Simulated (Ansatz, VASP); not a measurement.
## Two plane-wave programs on MoS2

```xyz
6
Lattice="3.0735 0.0000 0.0000 -1.5367 2.6617 0.0000 0.0000 0.0000 11.2688" Properties=species:S:1:pos:R:3 pbc="T T T"
Mo    0.0000    1.7745    2.8172
Mo    1.5367    0.8872    8.4516
S     0.0000    1.7745    6.8926
S     1.5367    0.8872    1.2582
S     0.0000    1.7745   10.0107
S     1.5367    0.8872    4.3762
```

Alike in both runs: task single point; functional r2SCAN; dispersion D3(BJ); k mesh 15 × 15 × 4; occupations gaussian, width 0.02 eV; no spin polarisation.

|  | VASP | Ansatz |
| --- | --- | --- |
| version | VASP 6.6.1 | Ansatz 0.2.0 |
| potentials or method | VASP PAW PBE potentials, release 64 (Mo_sv, S), cutoff 520 eV | scalar-relativistic, plane waves, PAW |
| valence electrons in the cell | 52 | 52 |

```csv
,VASP,Ansatz,Ansatz less VASP
gap on the k mesh at the Fermi level (eV),0.45,0.43,-0.022
least direct gap on the mesh (eV),1.96,1.96,+0.002
pressure (GPa),13.8,13.7,-0.09
"traceless stress, the component that is largest in VASP (GPa)",-0.06,0.00,+0.059
```

VASP's potentials were made for PBE, not for r2SCAN. Ansatz's warnings: dispersion damping borrowed.
